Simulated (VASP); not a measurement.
Wanted: the native input for a VASP 6.6.1 run.

- Task: single point
- Functional: PBE
- Potentials or basis: VASP PAW PBE potentials, release 64 (Li_sv, H)
- Cutoff: 520 eV
- k mesh: 10 × 10 × 10
- Occupations: fermi-dirac, width 0.02 eV
- Spin: no spin polarisation
- Dipole correction: no
- Further INCAR settings: ALGO = Normal; EDIFF = 1e-06; NBANDS = 9

The structure of LiH lies in POSCAR:

```
LiH
1.0
    0.0000000000      2.0048678053      2.0048678053
    2.0048678053      0.0000000000      2.0048678053
    2.0048678053      2.0048678053      0.0000000000
Li H
1 1
Direct
    0.0000000000      0.0000000000      0.0000000000
    0.5000000000      0.5000000000      0.5000000000
```

This cell differs from its parent crystal: strain +0.3%.

The input as run:

INCAR

```
SYSTEM = LiH
  PREC = Accurate
  ENCUT = 520
  EDIFF = 1E-6
  ISMEAR = -1
  SIGMA = 0.02
  LREAL = .False.
  LASPH = .True.
  NELM = 100
  ALGO = Normal
  ISIF = 2
  LWAVE = .False.
  LCHARG = .False.
  GGA = PE
  NBANDS = 9
```

KPOINTS

```
regular mesh
0
Gamma
  10 10 10
  0 0 0
```

Potentials or basis: VASP PAW PBE potentials, release 64 (Li_sv, H).

Command:

```sh
$ cat potpaw_PBE.64/Li_sv/POTCAR potpaw_PBE.64/H/POTCAR > POTCAR
$ mpirun -np 1 vasp_std > vasp.out
```

Results of the run:

| Quantity | Value |
| --- | --- |
| Band gap on the k mesh | 2.98 eV, direct |

Caveat: the cell differs from its parent crystal (strain +0.3%).

Wall time 5.7 s on 1 thread of Intel(R) Xeon(R) Platinum 8259CL CPU @ 2.50GHz (Skylake/Cascade Lake) (shared host), peak memory 0.13 GiB.
